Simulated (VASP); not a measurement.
# InP (F-43m) in VASP: single point with r2SCAN

Aim: the single point of InP with r2SCAN.

All numbers are computed with VASP 6.6.1; they aren't measurements. Logs are shortened: lines on timing, memory, paths and dates and some standing lists are left out, and cuts for length are marked.

### Step 1. The cell of the first run

It takes space group F-43m (No. 216, cubic). The conventional cell has a = 5.861 Å, b = 5.861 Å, c = 5.861 Å, α = 90.00°, β = 90.00°, γ = 90.00°. Within 3.3 Å of In (site symmetry -43m) lie 4 P at 2.54 Å. Within 3.3 Å of P (site symmetry -43m) lie 4 In at 2.54 Å.

### Step 2. Single point, r2SCAN

Input file POSCAR:

```
InP
1.0
    0.0000000000      2.9305000000      2.9305000000
    2.9305000000      0.0000000000      2.9305000000
    2.9305000000      2.9305000000      0.0000000000
In P
1 1
Direct
    0.0000000000      0.0000000000      0.0000000000
    0.2500000000      0.2500000000      0.2500000000
```

Input file INCAR.step1:

```
SYSTEM = InP
ALGO     = Normal         ! electronic algorithm
EDIFF    = 1E-5           ! SCF threshold, eV
ENCUT    = 550            ! plane-wave cutoff, eV
GGA      = PE             ! functional
GGA_COMPAT= .FALSE.      
ISMEAR   = 0              ! smearing method
LASPH    = .TRUE.         ! aspherical terms in the spheres
LCHARG   = .FALSE.        ! write CHGCAR
LREAL    = .FALSE.        ! projectors in reciprocal space
LWAVE    = .TRUE.         ! write WAVECAR
NBANDS   = 16             ! bands
NELM     = 120            ! most SCF steps
PREC     = Accurate       ! precision mode
SIGMA    = 0.01           ! smearing width, eV
```

Input file INCAR.step2:

```
SYSTEM = InP
ALGO     = Normal         ! electronic algorithm
EDIFF    = 1E-6           ! SCF threshold, eV
ENCUT    = 550            ! plane-wave cutoff, eV
GGA_COMPAT= .FALSE.      
ISIF     = 2              ! what is computed and relaxed
ISMEAR   = 0              ! smearing method
ISTART   = 1            
LASPH    = .TRUE.         ! aspherical terms in the spheres
LCHARG   = .FALSE.        ! write CHGCAR
LMIXTAU  = .TRUE.       
LREAL    = .FALSE.        ! projectors in reciprocal space
LWAVE    = .FALSE.        ! write WAVECAR
METAGGA  = R2SCAN         ! meta-GGA
NBANDS   = 16             ! bands
NELM     = 120            ! most SCF steps
PREC     = Accurate       ! precision mode
SIGMA    = 0.01           ! smearing width, eV
```

Input file KPOINTS:

```
k-points
0
G
  3 3 3
  0 0 0
```

Potentials or basis: VASP PAW PBE potentials, release 64 (In_d, P).

Command:

```bash
$ cat potpaw_PBE.64/In_d/POTCAR potpaw_PBE.64/P/POTCAR > POTCAR
$ cp INCAR.step1 INCAR
$ mpirun -np 1 vasp_std > vasp.out
$ cp INCAR.step2 INCAR
$ mpirun -np 1 vasp_std > vasp.out
```

OUTCAR:

```text
SYSTEM = InP
   EDIFF = 1E-6
   ENCUT = 550
   ISIF = 2
   ISMEAR = 0
   ISTART = 1
   LASPH = .TRUE.
   LREAL = .FALSE.
   METAGGA = R2SCAN
   NELM = 120
   PREC = Accurate

 ion  position               nearest neighbor table
   1  0.000  0.000  0.000-   2 2.54   2 2.54   2 2.54   2 2.54
   2  0.250  0.250  0.250-   1 2.54   1 2.54   1 2.54   1 2.54

  LATTYP: Found a face centered cubic cell.
 ALAT       =     5.8610000000

  Lattice vectors:

 A1 = (   0.0000000000,   2.9305000000,   2.9305000000)
 A2 = (   2.9305000000,   0.0000000000,   2.9305000000)
 A3 = (   2.9305000000,   2.9305000000,   0.0000000000)

Analysis of symmetry for initial positions (statically):
=====================================================================
 Subroutine PRICEL returns:
 Original cell was already a primitive cell.

 Routine SETGRP: Setting up the symmetry group for a
 face centered cubic supercell.

 Subroutine GETGRP returns: Found 24 space group operations
 (whereof 24 operations were pure point group operations)
 out of a pool of 48 trial point group operations.

The static configuration has the point symmetry T_d .

Analysis of symmetry for dynamics (positions and initial velocities):
=====================================================================
 Subroutine PRICEL returns:
 Original cell was already a primitive cell.

 Routine SETGRP: Setting up the symmetry group for a
 face centered cubic supercell.

 Subroutine GETGRP returns: Found 24 space group operations
 (whereof 24 operations were pure point group operations)
 out of a pool of 48 trial point group operations.

The dynamic configuration has the point symmetry T_d .

 Subroutine INISYM returns: Found 24 space group operations
 (whereof 24 operations are pure point group operations),
 and found     1 'primitive' translations

----------------------------------------------------------------------------------------

                                     Primitive cell

  volume of cell :      50.3333

  direct lattice vectors                    reciprocal lattice vectors
     0.000000000  2.930500000  2.930500000    -0.170619348  0.170619348  0.170619348
     2.930500000  0.000000000  2.930500000     0.170619348 -0.170619348  0.170619348
     2.930500000  2.930500000  0.000000000     0.170619348  0.170619348 -0.170619348

  length of vectors
     4.144352845  4.144352845  4.144352845     0.295521380  0.295521380  0.295521380

  position of ions in fractional coordinates (direct lattice)
     0.000000000  0.000000000  0.000000000
     0.250000000  0.250000000  0.250000000

  ion indices of the primitive-cell ions
   primitive index   ion index
                 1           1
                 2           2

----------------------------------------------------------------------------------------

 KPOINTS: k-points

Automatic generation of k-mesh.
 Grid dimensions read from file:
 generate k-points for:    3    3    3

 Generating k-lattice:

  Cartesian coordinates                     Fractional coordinates (reciprocal lattice)
    -0.056873116  0.056873116  0.056873116     0.333333333  0.000000000  0.000000000
     0.056873116 -0.056873116  0.056873116     0.000000000  0.333333333  0.000000000
     0.056873116  0.056873116 -0.056873116     0.000000000  0.000000000  0.333333333

  Length of vectors
     0.098507127  0.098507127  0.098507127

  Shift w.r.t. Gamma in fractional coordinates (k-lattice)
     0.000000000  0.000000000  0.000000000

 Subroutine IBZKPT returns following result:
 ===========================================

 Found      4 irreducible k-points:

 Following reciprocal coordinates:
            Coordinates               Weight
  0.000000  0.000000  0.000000      1.000000
  0.333333  0.000000  0.000000      8.000000
  0.333333  0.333333  0.000000      6.000000
 -0.333333  0.333333  0.000000     12.000000
   k-points           NKPTS =      4   k-points in BZ     NKDIM =      4   number of bands    NBANDS=     16
   number of dos      NEDOS =    301   number of ions     NIONS =      2
   total plane-waves  NPLWV =  32768
   dimension x,y,z NGX =    32 NGY =   32 NGZ =   32
   dimension x,y,z NGXF=    64 NGYF=   64 NGZF=   64
   ions per type =               1   1
   NGX,Y,Z   is equivalent  to a cutoff of  12.84, 12.84, 12.84 a.u.
   NGXF,Y,Z  is equivalent  to a cutoff of  25.67, 25.67, 25.67 a.u.
 SYSTEM =  InP
   PREC   = accura    normal or accurate (medium, high low for compatibility)
   ISTART =      1    job   : 0-new  1-cont  2-samecut
   ICHARG =      0    charge: 1-file 2-atom 10-const
   ISPIN  =      1    spin polarized calculation?
   LNONCOLLINEAR =      F non collinear calculations
   LSORBIT =      F    spin-orbit coupling
   LASPH  =      T    aspherical Exc in radial PAW
   ENCUT  =  550.0 eV  40.42 Ry    6.36 a.u.   7.92  7.92  7.92*2*pi/ulx,y,z
   NELM   =    120;   NELMIN=  2; NELMDL=  0     # of ELM steps
   EDIFF  = 0.1E-05   stopping-criterion for ELM
   LREAL  =      F    real-space projection
   EDIFFG = 0.1E-04   stopping-criterion for IOM
   NSW    =      0    number of steps for IOM
   IBRION =     -1    ionic relax: 0-MD 1-quasi-New 2-CG
   NFREE  =      0    steps in history (QN), initial steepest desc. (CG)
   ISIF   =      2    stress and relaxation
   ISYM   =      2    0-nonsym 1-usesym 2-fastsym
   POTIM  = 0.5000    time-step for ionic-motion
   TEBEG  =    0.0;   TEEND  =   0.0 temperature during run
   PSTRESS=    0.0 pullay stress
   NELECT =      18.0000    total number of electrons
   NUPDOWN=      -1.0000    fix difference up-down
   EMIN   =  10.00;   EMAX   =-10.00  energy-range for DOS
   EFERMI =   0.00;   METHOD = LEGACY
   ISMEAR =     0;   SIGMA  =   0.01  broadening in eV -4-tet -1-fermi 0-gaus
   EFERMI_NEDOS =   21; number of points for ismear=-14 and -15
   IALGO  =     38    algorithm
   IMIX   =      4    mixing-type and parameters
     AMIX     =   0.40;   BMIX     =  1.00
     AMIX_MAG =   1.60;   BMIX_MAG =  1.00
  volume/ion in A,a.u.               =      25.17       169.83
  Fermi-wavevector in a.u.,A,eV,Ry     =   1.162021  2.195901 18.371846  1.350293
  Thomas-Fermi vector in A             =   2.298587
   LORBIT       =      0    0 simple, 1 ext, 2 COOP (PROOUT), +10 PAW based schemes
   METAGGA = R2SCAN    functional components
   LHFCALC =     F    Hartree Fock is set to
   AEXX    =    0.0000 exact exchange contribution
   IVDW    =     0    specifies the selected vdW correction
   LEPSILON=     F    determine dielectric tensor
   LRPA    =     F    only Hartree local field effects (RPA)
 non-spin polarized calculation
 Gauss-broadening in eV      SIGMA  =   0.01
  energy-cutoff  :      550.00
  volume of cell :       50.33
 maximum number of plane-waves:      1484
   NGX = 15   NGY = 15   NGZ = 15

 number of electron      18.0000005 magnetization

 Free energy of the ion-electron system (eV)
  ---------------------------------------------------
  ext. energy  EPLUGINS =         0.00000000
  ---------------------------------------------------
  free energy    TOTEN  =       -31.91461985 eV

  energy without entropy =      -31.91461985  energy(sigma->0) =      -31.91461985

 E-fermi :   5.1706     XC(G=0):  -9.8425

 val. band max:        5.1208526386   @ k =   0.0000   0.0000   0.0000
 cond. band min:       6.2601120424   @ k =   0.0000   0.0000   0.0000
 fundamental gap:      1.1392594038
 Fermi energy:         5.1705700241

 k-point     1 :       0.0000    0.0000    0.0000
  band No.  band energies     occupation
      1      -9.6549      2.00000
      2      -9.6549      2.00000
      3      -9.6549      2.00000
      4      -9.4800      2.00000
      5      -9.4800      2.00000
      6      -6.8842      2.00000
[... 8 lines left out ...]
     15      14.9805      0.00000
     16      14.9805      0.00000

 k-point     2 :       0.3333    0.0000    0.0000
  band No.  band energies     occupation
      1      -9.7522      2.00000
      2      -9.6195      2.00000
      3      -9.6195      2.00000
      4      -9.4730      2.00000
      5      -9.4730      2.00000
      6      -5.7032      2.00000
[... 8 lines left out ...]
     15      14.6537      0.00000
     16      14.6537      0.00000

 k-point     3 :       0.3333    0.3333    0.0000
  band No.  band energies     occupation
      1      -9.8101      2.00000
      2      -9.5719      2.00000
      3      -9.5719      2.00000
      4      -9.5181      2.00000
      5      -9.4519      2.00000
      6      -5.3041      2.00000
[... 8 lines left out ...]
     15      15.9231      0.00000
     16      19.0405      0.00000

 k-point     4 :      -0.3333    0.3333    0.0000
  band No.  band energies     occupation
      1      -9.8086      2.00000
      2      -9.5869      2.00000
      3      -9.5698      2.00000
      4      -9.4949      2.00000
      5      -9.4668      2.00000
      6      -4.5354      2.00000
[... 8 lines left out ...]
     15      14.7736      0.00000
     16      18.8938      0.00000

------------------------ aborting loop because EDIFF is reached ----------------------------------------

  FORCE on cell =-STRESS in cart. coord.  units (eV):
  Direction    XX          YY          ZZ          XY          YZ          ZX
  --------------------------------------------------------------------------------------
  -------------------------------------------------------------------------------------
  Total        0.7706884      0.7706884      0.7706884     -0.0000000     -0.0000000     -0.0000000
  in kB       24.5320707     24.5320707     24.5320707     -0.0000000     -0.0000000     -0.0000000
  external PRESSURE =      24.5320707 kB  Pullay stress =       0.0000000 kB

 VOLUME and BASIS-vectors are now :
 -----------------------------------------------------------------------------
  energy-cutoff  :      550.00
  volume of cell :       50.33
      direct lattice vectors                 reciprocal lattice vectors
     0.000000000  2.930500000  2.930500000    -0.170619348  0.170619348  0.170619348
     2.930500000  0.000000000  2.930500000     0.170619348 -0.170619348  0.170619348
     2.930500000  2.930500000  0.000000000     0.170619348  0.170619348 -0.170619348

 POSITION                                       TOTAL-FORCE (eV/Angst)
 -----------------------------------------------------------------------------------
      0.00000      0.00000      0.00000         0.000000     -0.000000     -0.000000
      1.46525      1.46525      1.46525        -0.000000      0.000000      0.000000
 -----------------------------------------------------------------------------------
    total drift:                               -0.000000     -0.000000      0.000000

  FREE ENERGIE OF THE ION-ELECTRON SYSTEM (eV)
  ---------------------------------------------------
  free  energy   TOTEN  =       -31.9146198457 eV

  energy  without entropy=      -31.9146198457  energy(sigma->0) =      -31.91461985
```

It took 16 s on 1 thread of Intel Xeon 6975P-C (Granite Rapids), shared host; peak memory 0.18 GiB.

What came out:

* Free energy: -31.9146 eV
* Pressure: 2.5 GPa
* Band gap on the k mesh: 1.14 eV, direct

Caveat: the k points lie up to 0.62 Å⁻¹ apart; the PAW data sets were made with another functional, which shifts forces and pressure a little; spin-orbit coupling is left out, which moves the levels of the heavy elements. r2SCAN opens gaps a little over a GGA but as a rule still falls short of measured ones.
